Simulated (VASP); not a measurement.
KI, 2 atoms in the cell. It takes space group I4mm (No. 107, tetragonal). Conventional cell: a = 4.631 Å, b = 4.631 Å, c = 6.822 Å, α = 90.00°, β = 90.00°, γ = 90.00°. Within 3.6 Å of K (site symmetry 4mm) lie 5 I at 2.76 to 3.34 Å. Within 3.6 Å of I (site symmetry 4mm) lie 5 K at 2.76 to 3.34 Å.  This cell differs from its parent crystal: atoms displaced along a vibrational mode, the cell strained.

| Property | Result |
| --- | --- |
| Program | VASP 6.6.1 |
| Task | single point |
| Functional | LDA |
| Potentials or basis | VASP PAW LDA potentials, release 64 (K_sv, I) |
| Cutoff | 520 eV |
| k mesh | 6 × 6 × 6 |
| Occupations | gaussian, width 0.05 eV |
| Spin | no spin polarisation |
| Dipole correction | no |
| Further INCAR settings | ALGO = Normal; EDIFF = 1e-06; NBANDS = 15 |

Potentials or basis: VASP PAW LDA potentials, release 64 (K_sv, I).

Launch:

```console
$ cat potpaw_LDA.64/K_sv/POTCAR potpaw_LDA.64/I/POTCAR > POTCAR
$ mpirun -np 1 vasp_std > vasp.out
```

Hardware: 1 thread of Intel Xeon 8259CL, with other jobs on the host.

Problem. How long does it take, and how much memory?

Solution. It took 77 s on 1 thread of Intel Xeon 8259CL, with other jobs on the host, peak memory 0.19 GiB. Counts: scf iterations 12, k points 30.
